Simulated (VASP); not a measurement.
Write the native input for VASP 6.6.1 that does the following.

```
Task                   : single point
Functional             : PBE
Potentials or basis    : VASP PAW PBE potentials, release 64 (In_d)
Cutoff                 : 520 eV
k mesh                 : 20 × 20 × 20
Occupations            : gaussian, width 0.15 eV
Spin                   : no spin polarisation
Dipole correction      : no
Further INCAR settings : ALGO = Fast; EDIFF = 1e-07; NBANDS = 12
```

The structure of In lies in POSCAR:

```
In
1.0
   -1.6261500000      1.6261500000      2.3997315000
    1.6261500000     -1.6261500000      2.3997315000
    1.6261500000      1.6261500000     -2.3997315000
In
1
Direct
    0.0000000000      0.0000000000      0.0000000000
```

This cell differs from its parent crystal: strain +0.000 along x and y, -0.030 along z.

The input as run:

INCAR

```
SYSTEM = In
ALGO = Fast ; EDIFF = 1E-7
ENCUT = 520 ; GGA = PE
ISIF = 2 ; ISMEAR = 0
LASPH = .True. ; LCHARG = .True.
LELF = .True. ; LREAL = .False.
LVHAR = .True. ; LWAVE = .False.
NBANDS = 12 ; NELM = 60
PREC = Accurate ; SIGMA = 0.15
```

KPOINTS

```
k-points
0
Gamma
  20 20 20
  0 0 0
```

Potentials or basis: VASP PAW PBE potentials, release 64 (In_d).

The run is started by

```bash
$ cat potpaw_PBE.64/In_d/POTCAR > POTCAR
$ mpirun -np 1 vasp_std > vasp.out
```

It gave:

- Pressure: 3.5 GPa

Caveat: the cell differs from its parent crystal (strain +0.000 along x and y, -0.030 along z).

Run time: 3.7 min on 1 thread of Intel Xeon 6975P-C, with other jobs on the host, peak memory 0.31 GiB.
